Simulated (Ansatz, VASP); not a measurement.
## One calculation of AgCl, two programs

```xyz
2
Lattice="0.0000 2.7531 2.7531 2.7531 0.0000 2.7531 2.7531 2.7531 0.0000" Properties=species:S:1:pos:R:3 pbc="T T T"
Ag    0.0000    0.0000    0.0000
Cl    2.7531    2.7531    2.7531
```

Change from the starting cell: volume scaled by 1.02.

Alike in both runs: task single point; functional PBE; k mesh 8 × 8 × 8; occupations fermi-dirac, width 0.05 eV; no spin polarisation.

|  | VASP | Ansatz |
| --- | --- | --- |
| version | VASP 6.6.1 | Ansatz 0.2.0 |
| potentials or method | VASP PAW PBE potentials, release 64 (Ag, Cl), cutoff 520 eV | all-electron LAPW, scalar-relativistic |

|  | VASP | Ansatz | Ansatz less VASP |
| --- | --- | --- | --- |
| gap on the k mesh at the Fermi level (eV) | 0.90 | 0.91 | +0.004 |
| least direct gap on the mesh (eV) | 3.25 | 3.26 | +0.004 |
| pressure (GPa) | 2.6 | 2.8 | +0.15 |

Ansatz ran all-electron here, and VASP with PAW potentials.
